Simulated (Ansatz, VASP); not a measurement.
# Two plane-wave programs on Ta

File POSCAR:

```
Ta
1.0
   -1.6527903846      1.6527903846      1.6527903846
    1.6527903846     -1.6527903846      1.6527903846
    1.6527903846      1.6527903846     -1.6527903846
Ta
1
Direct
    0.0000000000      0.0000000000      0.0000000000
```

Contents of INCAR.step1:

```
SYSTEM = Ta
PREC = Accurate
ENCUT = 520
ISMEAR = 0
SIGMA = 0.05
LREAL = .FALSE.
LASPH = .TRUE.
NELM = 60
NBANDS = 12
GGA = PE
ALGO = Normal
EDIFF = 1E-4
LWAVE = .TRUE.
LCHARG = .FALSE.
```

The input INCAR.step2:

```
SYSTEM = Ta
PREC = Accurate
ENCUT = 520
EDIFF = 1E-7
ISMEAR = 0
SIGMA = 0.05
LREAL = .FALSE.
LASPH = .TRUE.
NELM = 60
ALGO = Normal
ISIF = 2
LWAVE = .FALSE.
LCHARG = .FALSE.
METAGGA = R2SCAN
LMIXTAU = .TRUE.
NBANDS = 12
ISTART = 1
```

Contents of KPOINTS:

```
Automatic mesh
0
G
  18 18 18
  0 0 0
```

Input for Ansatz:

```yaml
crystal:
  lattice:
    - [-1.6527903846, 1.6527903846, 1.6527903846]
    - [1.6527903846, -1.6527903846, 1.6527903846]
    - [1.6527903846, 1.6527903846, -1.6527903846]
  atoms:
    - { symbol: Ta, position: [0.0, 0.0, 0.0] }
basis:
  ecutwfc: 500
  ecutrho_ratio: 4
kpoints:
  mp_grid: { grid: [18, 18, 18] }
hamiltonian:
  xc: r2scan
scf:
  occupations: { method: gaussian, width: 0.05 }
output:
  forces: true
  stress: true
  eigenvalues: true
```

Alike in both runs: task single point; functional r2SCAN; k mesh 18 × 18 × 18; occupations gaussian, width 0.05 eV; no spin polarisation.

```csv
,VASP,Ansatz
version,VASP 6.6.1,Ansatz 0.2.0
potentials or method,"VASP PAW PBE potentials, release 64 (Ta_pv), cutoff 520 eV","scalar-relativistic, plane waves, PAW"
valence electrons in the cell,11,13
```

|  | VASP | Ansatz | Ansatz less VASP |
| --- | --- | --- | --- |
| gap on the k mesh at the Fermi level (eV) | none | none | - |
| pressure (GPa) | 0.4 | -0.2 | -0.63 |

VASP's potentials were made for PBE, not for r2SCAN. A gap of «none» marks a metal or a gap that the smearing closes. VASP's potentials hold 11 valence electrons a cell and Ansatz's 13, so a difference there can come from the potentials and not from the codes.

Spin-orbit coupling is off throughout.
